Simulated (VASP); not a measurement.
TaC, 2 atoms in the cell. Symmetry: Fm-3m, No. 225, cubic system. Conventional cell: a = 4.446 Å, b = 4.446 Å, c = 4.446 Å, α = 90.00°, β = 90.00°, γ = 90.00°. Within 2.9 Å of Ta (site symmetry m-3m) lie 6 C at 2.22 Å. C (site symmetry m-3m) has 6 Ta at 2.22 Å within 2.9 Å. 

```yaml
Program: VASP 6.6.1
Task: single point
Functional: PBE
Potentials_or_basis: VASP PAW PBE potentials, release 64 (Ta_pv, C)
Cutoff: 600 eV
k_mesh: 5 × 5 × 5
Occupations: methfessel-paxton, width 0.1 eV
Spin: no spin polarisation
Dipole_correction: no
Further_INCAR_settings: ALGO = Normal; EDIFF = 1e-06; NBANDS = 14
```

Potentials or basis: VASP PAW PBE potentials, release 64 (Ta_pv, C).

Run with:

```sh
$ cat potpaw_PBE.64/Ta_pv/POTCAR potpaw_PBE.64/C/POTCAR > POTCAR
$ mpirun -np 1 vasp_std > vasp.out
```

Hardware: 1 thread of AMD EPYC 7R13, on a shared host.

Estimate the wall time of this run.

Run time: 15 s on 1 thread of AMD EPYC 7R13, on a shared host, peak memory 0.13 GiB. Counts: scf iterations 13, k points 10.
